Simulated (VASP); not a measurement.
Write the native input for VASP 6.6.1 that does the following.

| Item | Value |
| --- | --- |
| Task | electric field gradients |
| Functional | PBEsol |
| Potentials or basis | VASP PAW PBE potentials, release 64 (Au) |
| Cutoff | 520 eV |
| k mesh | 14 × 14 × 8 |
| Occupations | fermi-dirac, width 0.03 eV |
| Spin | no spin polarisation |
| Dipole correction | no |
| Further INCAR settings | ALGO = Normal; EDIFF = 1e-08; NBANDS = 18 |

The structure of Au lies in POSCAR:

```
Au
1.0
    2.9568755643      0.0000000000      0.0000000000
   -1.4784377821      2.5607293545      0.0000000000
    0.0000000000      0.0000000000      4.9757105734
Au
2
Direct
    0.3333333333      0.6666666667      0.7500000000
    0.6666666667      0.3333333333      0.2500000000
```

This cell differs from its parent crystal: volume scaled by 1.06.

These files were run (other wordings do the same):

INCAR

```
SYSTEM = Au
PREC = Accurate
ENCUT = 520
EDIFF = 1E-8
ISMEAR = -1
SIGMA = 0.03
LREAL = .False.
LASPH = .True.
NELM = 60
ALGO = Normal
ISIF = 2
LWAVE = .False.
LCHARG = .False.
GGA = PS
LEFG = .True.
NBANDS = 18
```

KPOINTS

```
regular mesh
0
Gamma
  14 14 8
  0 0 0
```

Potentials or basis: VASP PAW PBE potentials, release 64 (Au).

Launch:

```bash
$ cat potpaw_PBE.64/Au/POTCAR > POTCAR
$ mpirun -np 1 vasp_std > vasp.out
```

It gave:

The pressure is -13.0 GPa. The band gap on the k mesh is zero (band 11 reaches 11.21 eV, above the bottom of band 12 at 5.24 eV).

Caveat: without QUAD_EFG the Cq values of the log hold for a quadrupole moment of 1 mb, not for the nuclei; the PAW data sets were made with another functional, which shifts forces and pressure a little; spin-orbit coupling is left out, which moves the levels of the heavy elements.

It took 37 s on 1 thread of Intel(R) Xeon(R) Platinum 8375C CPU @ 2.90GHz (Ice Lake) (shared host), peak memory 0.21 GiB.
